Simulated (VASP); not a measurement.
TaN (w.f), 2 atoms in the cell. It takes space group Fm-3m (No. 225, cubic). The conventional cell has a = 4.416 Å, b = 4.416 Å, c = 4.416 Å, α = 90.00°, β = 90.00°, γ = 90.00°. Within 2.9 Å of Ta (site symmetry m-3m) lie 6 N at 2.21 Å. Within 2.9 Å of N (site symmetry m-3m) lie 6 Ta at 2.21 Å. 

* Program: VASP 6.6.1
* Task: single point
* Functional: PBE
* Potentials or basis: VASP PAW PBE potentials, release 64 (Ta_pv, N)
* Cutoff: 600 eV
* k mesh: 16 × 16 × 16
* Occupations: gaussian, width 0.1 eV
* Spin: no spin polarisation
* Dipole correction: no
* Further INCAR settings: ALGO = Normal; EDIFF = 1e-06; NBANDS = 15

Potentials or basis: VASP PAW PBE potentials, release 64 (Ta_pv, N).

The run is started by

```console
$ cat potpaw_PBE.64/Ta_pv/POTCAR potpaw_PBE.64/N/POTCAR > POTCAR
$ mpirun -np 1 vasp_std > vasp.out
```

Hardware: 1 thread of AMD EPYC 7R13, with other jobs on the host.

Task: Estimate the wall time of this run.

Result: Wall time 110 s on 1 thread of AMD EPYC 7R13 (shared host), peak memory 0.18 GiB. Counts: scf iterations 13, k points 145.
